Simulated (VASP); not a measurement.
# Pt (Fm-3m) in VASP: single point with r2SCAN

Aim: the single point of Pt with r2SCAN.

Everything below comes from runs of VASP 6.6.1. Logs are shortened: lines on timing, memory, paths and dates and some standing lists are left out, and cuts for length are marked.

### Step 1. The cell of the first run

It takes space group Fm-3m (No. 225, cubic). The conventional cell has a = 3.940 Å, b = 3.940 Å, c = 3.940 Å, α = 90.00°, β = 90.00°, γ = 90.00°. Pt (site symmetry m-3m) has 12 Pt at 2.79 Å within 3.7 Å.

### Step 2. Single point, r2SCAN

POSCAR reads:

```
Pt
1.0
    0.0000000000      1.9700438802      1.9700438802
    1.9700438802      0.0000000000      1.9700438802
    1.9700438802      1.9700438802      0.0000000000
Pt
1
Direct
    0.0000000000      0.0000000000      0.0000000000
```

INCAR.step1 reads:

```
  ALGO = Normal
  EDIFF = 1E-4
  ENCUT = 520
  GGA = PE
  ISMEAR = 0
  LASPH = T
  LCHARG = F
  LREAL = F
  LWAVE = T
  NBANDS = 11
  NELM = 100
  PREC = Accurate
  SIGMA = 0.1
```

INCAR.step2 reads:

```
  ALGO = Normal
  EDIFF = 1E-6
  ENCUT = 520
  ISIF = 2
  ISMEAR = 0
  ISTART = 1
  LASPH = T
  LCHARG = F
  LMIXTAU = T
  LREAL = F
  LWAVE = F
  METAGGA = R2SCAN
  NBANDS = 11
  NELM = 100
  PREC = Accurate
  SIGMA = 0.1
```

KPOINTS reads:

```
k-points
0
Gamma
  36 36 36
```

Potentials or basis: VASP PAW PBE potentials, release 64 (Pt).

On the command line:

```
$ cat potpaw_PBE.64/Pt/POTCAR > POTCAR
$ cp INCAR.step1 INCAR
$ mpirun -np 1 vasp_std > vasp.out
$ cp INCAR.step2 INCAR
$ mpirun -np 1 vasp_std > vasp.out
```

OUTCAR:

```text
EDIFF = 1E-6
   ENCUT = 520
   ISIF = 2
   ISMEAR = 0
   ISTART = 1
   LASPH = T
   LREAL = F
   METAGGA = R2SCAN
   NELM = 100
   PREC = Accurate

 ion  position               nearest neighbor table
   1  0.000  0.000  0.000-

  LATTYP: Found a face centered cubic cell.
 ALAT       =     3.9400877604

  Lattice vectors:

 A1 = (   0.0000000000,   1.9700438802,   1.9700438802)
 A2 = (   1.9700438802,   0.0000000000,   1.9700438802)
 A3 = (   1.9700438802,   1.9700438802,   0.0000000000)

Analysis of symmetry for initial positions (statically):
=====================================================================
 Subroutine PRICEL returns:
 Original cell was already a primitive cell.

 Routine SETGRP: Setting up the symmetry group for a
 face centered cubic supercell.

 Subroutine GETGRP returns: Found 48 space group operations
 (whereof 48 operations were pure point group operations)
 out of a pool of 48 trial point group operations.

The static configuration has the point symmetry O_h .

Analysis of symmetry for dynamics (positions and initial velocities):
=====================================================================
 Subroutine PRICEL returns:
 Original cell was already a primitive cell.

 Routine SETGRP: Setting up the symmetry group for a
 face centered cubic supercell.

 Subroutine GETGRP returns: Found 48 space group operations
 (whereof 48 operations were pure point group operations)
 out of a pool of 48 trial point group operations.

The dynamic configuration has the point symmetry O_h .

 Subroutine INISYM returns: Found 48 space group operations
 (whereof 48 operations are pure point group operations),
 and found     1 'primitive' translations

----------------------------------------------------------------------------------------

                                     Primitive cell

  volume of cell :      15.2918

  direct lattice vectors                    reciprocal lattice vectors
     0.000000000  1.970043880  1.970043880    -0.253801453  0.253801453  0.253801453
     1.970043880  0.000000000  1.970043880     0.253801453 -0.253801453  0.253801453
     1.970043880  1.970043880  0.000000000     0.253801453  0.253801453 -0.253801453

  length of vectors
     2.786062774  2.786062774  2.786062774     0.439597012  0.439597012  0.439597012

  position of ions in fractional coordinates (direct lattice)
     0.000000000  0.000000000  0.000000000

  ion indices of the primitive-cell ions
   primitive index   ion index
                 1           1

----------------------------------------------------------------------------------------

 KPOINTS: k-points

Automatic generation of k-mesh.
 Grid dimensions read from file:
 generate k-points for:   36   36   36

 Generating k-lattice:

  Cartesian coordinates                     Fractional coordinates (reciprocal lattice)
    -0.007050040  0.007050040  0.007050040     0.027777778  0.000000000  0.000000000
     0.007050040 -0.007050040  0.007050040     0.000000000  0.027777778  0.000000000
     0.007050040  0.007050040 -0.007050040     0.000000000  0.000000000  0.027777778

  Length of vectors
     0.012211028  0.012211028  0.012211028

  Shift w.r.t. Gamma in fractional coordinates (k-lattice)
     0.000000000  0.000000000  0.000000000

 Subroutine IBZKPT returns following result:
 ===========================================

 Found   1240 irreducible k-points:

 Following reciprocal coordinates:
            Coordinates               Weight
  0.000000  0.000000  0.000000      1.000000
  0.027778  0.000000  0.000000      8.000000
  0.055556  0.000000  0.000000      8.000000
  0.083333  0.000000  0.000000      8.000000
  0.111111  0.000000  0.000000      8.000000
  0.138889  0.000000  0.000000      8.000000
[... 16 lines left out ...]
  0.111111  0.027778  0.000000     24.000000
  0.138889  0.027778  0.000000     24.000000
 [... further k-points ...]
   k-points           NKPTS =   1240   k-points in BZ     NKDIM =   1240   number of bands    NBANDS=     11
   number of dos      NEDOS =    301   number of ions     NIONS =      1
   total plane-waves  NPLWV =  13824
   dimension x,y,z NGX =    24 NGY =   24 NGZ =   24
   dimension x,y,z NGXF=    48 NGYF=   48 NGZF=   48
   ions per type =               1
   NGX,Y,Z   is equivalent  to a cutoff of  14.32, 14.32, 14.32 a.u.
   NGXF,Y,Z  is equivalent  to a cutoff of  28.64, 28.64, 28.64 a.u.
 SYSTEM =  unknown system
   PREC   = accura    normal or accurate (medium, high low for compatibility)
   ISTART =      1    job   : 0-new  1-cont  2-samecut
   ICHARG =      0    charge: 1-file 2-atom 10-const
   ISPIN  =      1    spin polarized calculation?
   LNONCOLLINEAR =      F non collinear calculations
   LSORBIT =      F    spin-orbit coupling
   LASPH  =      T    aspherical Exc in radial PAW
   ENCUT  =  520.0 eV  38.22 Ry    6.18 a.u.   5.18  5.18  5.18*2*pi/ulx,y,z
   NELM   =    100;   NELMIN=  2; NELMDL=  0     # of ELM steps
   EDIFF  = 0.1E-05   stopping-criterion for ELM
   LREAL  =      F    real-space projection
   EDIFFG = 0.1E-04   stopping-criterion for IOM
   NSW    =      0    number of steps for IOM
   IBRION =     -1    ionic relax: 0-MD 1-quasi-New 2-CG
   NFREE  =      0    steps in history (QN), initial steepest desc. (CG)
   ISIF   =      2    stress and relaxation
   ISYM   =      2    0-nonsym 1-usesym 2-fastsym
   POTIM  = 0.5000    time-step for ionic-motion
   TEBEG  =    0.0;   TEEND  =   0.0 temperature during run
   PSTRESS=    0.0 pullay stress
   NELECT =      10.0000    total number of electrons
   NUPDOWN=      -1.0000    fix difference up-down
   EMIN   =  10.00;   EMAX   =-10.00  energy-range for DOS
   EFERMI =   0.00;   METHOD = LEGACY
   ISMEAR =     0;   SIGMA  =   0.10  broadening in eV -4-tet -1-fermi 0-gaus
   EFERMI_NEDOS =   21; number of points for ismear=-14 and -15
   IALGO  =     38    algorithm
   IMIX   =      4    mixing-type and parameters
     AMIX     =   0.40;   BMIX     =  1.00
     AMIX_MAG =   1.60;   BMIX_MAG =  1.00
  volume/ion in A,a.u.               =      15.29       103.19
  Fermi-wavevector in a.u.,A,eV,Ry     =   1.420983  2.685269 27.472791  2.019193
  Thomas-Fermi vector in A             =   2.541841
   LORBIT       =      0    0 simple, 1 ext, 2 COOP (PROOUT), +10 PAW based schemes
   METAGGA = R2SCAN    functional components
   LHFCALC =     F    Hartree Fock is set to
   AEXX    =    0.0000 exact exchange contribution
   IVDW    =     0    specifies the selected vdW correction
   LEPSILON=     F    determine dielectric tensor
   LRPA    =     F    only Hartree local field effects (RPA)
 non-spin polarized calculation
 Gauss-broadening in eV      SIGMA  =   0.10
  energy-cutoff  :      520.00
  volume of cell :       15.29
 maximum number of plane-waves:       428
 NGX is ok and might be reduce to    24
   NGX = 11   NGY = 11   NGZ = 11

 number of electron      10.0000001 magnetization

 Free energy of the ion-electron system (eV)
  ---------------------------------------------------
  ext. energy  EPLUGINS =         0.00000000
  ---------------------------------------------------
  free energy    TOTEN  =       -51.50519396 eV

  energy without entropy =      -51.49562755  energy(sigma->0) =      -51.50041076

 E-fermi :  10.7424     XC(G=0): -14.5368

 val. band max:       10.7409233573   @ k =   0.4167   0.2222   0.0000
 cond. band min:      10.7425726977   @ k =  -0.4444   0.2500   0.0278
 fundamental gap:      0.0016493404
 Fermi energy:        10.7424386760

 k-point     1 :       0.0000    0.0000    0.0000
  band No.  band energies     occupation
      1       0.4152      2.00000
      2       6.9214      2.00000
      3       6.9214      2.00000
      4       6.9214      2.00000
      5       9.0364      2.00000
      6       9.0364      2.00000
      7      26.2709      0.00000
      8      31.3603      0.00000
      9      31.3603      0.00000
     10      31.3603      0.00000
     11      37.1828      0.00000

 k-point     2 :       0.0278    0.0000    0.0000
  band No.  band energies     occupation
      1       0.4474      2.00000
      2       6.9069      2.00000
      3       6.9344      2.00000
      4       6.9344      2.00000
      5       9.0291      2.00000
      6       9.0291      2.00000
      7      26.3205      0.00000
      8      31.1769      0.00000
      9      31.4085      0.00000
     10      31.4085      0.00000
     11      37.3854      0.00000

 k-point     3 :       0.0556    0.0000    0.0000
  band No.  band energies     occupation
      1       0.5433      2.00000
      2       6.8650      2.00000
      3       6.9723      2.00000
      4       6.9723      2.00000
      5       9.0086      2.00000
      6       9.0086      2.00000
      7      26.4661      0.00000
      8      30.6912      0.00000
      9      31.5520      0.00000
     10      31.5520      0.00000
     11      37.9038      0.00000

 k-point     4 :       0.0833    0.0000    0.0000
  band No.  band energies     occupation
      1       0.7006      2.00000
      2       6.8003      2.00000
      3       7.0313      2.00000
      4       7.0313      2.00000
      5       8.9797      2.00000
      6       8.9797      2.00000
      7      26.6972      0.00000
      8      30.0217      0.00000
      9      31.7874      0.00000
     10      31.7874      0.00000
     11      38.4762      0.00000
[... 239 lines left out ...]
 k-point    22 :       0.0833    0.0278    0.0000
  band No.  band energies     occupation
      1       0.6698      2.00000
      2       6.7963      2.00000
      3       7.0247      2.00000
      4       7.0335      2.00000
      5       8.9210      2.00000
      6       9.0461      2.00000
      7      26.6550      0.00000
      8      30.2566      0.00000
      9      31.5675      0.00000
     10      31.7681      0.00000
     11      38.4583      0.00000

 k-point    23 :       0.1111    0.0278    0.0000
  band No.  band energies     occupation
      1       0.8658      2.00000
      2       6.7205      2.00000
      3       7.0929      2.00000
      4       7.1051      2.00000
      5       8.8709      2.00000
      6       9.0364      2.00000
      7      26.9322      0.00000
      8      29.5256      0.00000
      9      31.7978      0.00000
     10      32.1153      0.00000
     11      38.6585      0.00000

 k-point    24 :       0.1389    0.0278    0.0000
  band No.  band energies     occupation
      1       1.1156      2.00000
      2       6.6362      2.00000
      3       7.1704      2.00000
      4       7.1830      2.00000
      5       8.8291      2.00000
      6       9.0333      2.00000
      7      27.2549      0.00000
      8      28.7308      0.00000
      9      32.1030      0.00000
     10      32.5416      0.00000
     11      37.9674      0.00000

 [... further k-points ...]

------------------------ aborting loop because EDIFF is reached ----------------------------------------

  FORCE on cell =-STRESS in cart. coord.  units (eV):
  Direction    XX          YY          ZZ          XY          YZ          ZX
  --------------------------------------------------------------------------------------
  -------------------------------------------------------------------------------------
  Total        0.0668703      0.0668703      0.0668703      0.0000000      0.0000000      0.0000000
  in kB        7.0062577      7.0062577      7.0062577      0.0000000      0.0000000      0.0000000
  external PRESSURE =       7.0062577 kB  Pullay stress =       0.0000000 kB

 VOLUME and BASIS-vectors are now :
 -----------------------------------------------------------------------------
  energy-cutoff  :      520.00
  volume of cell :       15.29
      direct lattice vectors                 reciprocal lattice vectors
     0.000000000  1.970043880  1.970043880    -0.253801453  0.253801453  0.253801453
     1.970043880  0.000000000  1.970043880     0.253801453 -0.253801453  0.253801453
     1.970043880  1.970043880  0.000000000     0.253801453  0.253801453 -0.253801453

 POSITION                                       TOTAL-FORCE (eV/Angst)
 -----------------------------------------------------------------------------------
      0.00000      0.00000      0.00000         0.000000      0.000000      0.000000
 -----------------------------------------------------------------------------------
    total drift:                               -0.000000      0.000000      0.000000

  FREE ENERGIE OF THE ION-ELECTRON SYSTEM (eV)
  ---------------------------------------------------
  free  energy   TOTEN  =       -51.5051939640 eV

  energy  without entropy=      -51.4956275542  energy(sigma->0) =      -51.50041076
```

It took 15 min on 1 thread of Intel Xeon 8259CL, shared host; peak memory 0.33 GiB.

What came out:

- Free energy: -51.5052 eV
- Pressure: 0.7 GPa
- Band gap on the k mesh: zero (bands 5 and 6 overlap by 2.33 eV)

Caveat: the PAW data sets were made with another functional, which shifts forces and pressure a little; spin-orbit coupling is left out, which moves the levels of the heavy elements.
